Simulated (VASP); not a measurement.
Set up this calculation in VASP 6.6.1, as the native input.

```yaml
Task: single point
Functional: PBE
Potentials_or_basis: VASP PAW PBE potentials, release 64 (C, Si)
Cutoff: 520 eV
k_mesh: 18 × 18 × 18
Occupations: gaussian, width 0.05 eV
Spin: no spin polarisation
Dipole_correction: no
Further_INCAR_settings: ALGO = Normal; EDIFF = 1e-06; NBANDS = 11
```

The structure of SiC lies in POSCAR:

```
SiC
1.0
    0.0000000000      2.0285349354      2.0285349354
    2.0285349354      0.0000000000      2.0285349354
    2.0285349354      2.0285349354      0.0000000000
C Si
1 1
Direct
    0.0000000000      0.0000000000      0.0000000000
    0.5000000000      0.5000000000      0.5000000000
```

These files were run (other wordings do the same):

INCAR

```
SYSTEM = SiC
PREC     = Accurate       ! precision mode
ENCUT    = 520            ! plane-wave cutoff, eV
EDIFF    = 1E-6           ! SCF threshold, eV
ISMEAR   = 0              ! smearing method
SIGMA    = 0.05           ! smearing width, eV
LREAL    = .FALSE.        ! projectors in reciprocal space
LASPH    = .TRUE.         ! aspherical terms in the spheres
NELM     = 80             ! most SCF steps
ALGO     = Normal         ! electronic algorithm
ISIF     = 2              ! what is computed and relaxed
LWAVE    = .FALSE.        ! write WAVECAR
LCHARG   = .TRUE.         ! write CHGCAR
GGA      = PE             ! functional
LELF     = .TRUE.         ! ELF
LVHAR    = .TRUE.       
NBANDS   = 11             ! bands
```

KPOINTS

```
Automatic mesh
0
G
  18 18 18
  0 0 0
```

Potentials or basis: VASP PAW PBE potentials, release 64 (C, Si).

Run with:

```sh
$ cat potpaw_PBE.64/C/POTCAR potpaw_PBE.64/Si/POTCAR > POTCAR
$ mpirun -np 1 vasp_std > vasp.out
```

It gave:

```yaml
Pressure: 0.2 GPa
Band_gap_on_the_k_mesh: zero (band 4 reaches 12.39 eV, above the bottom of band 5 at 11.33 eV)
```

Run time: 17 s on 1 thread of Intel Xeon 6975P-C (shared host), peak memory 0.16 GiB.
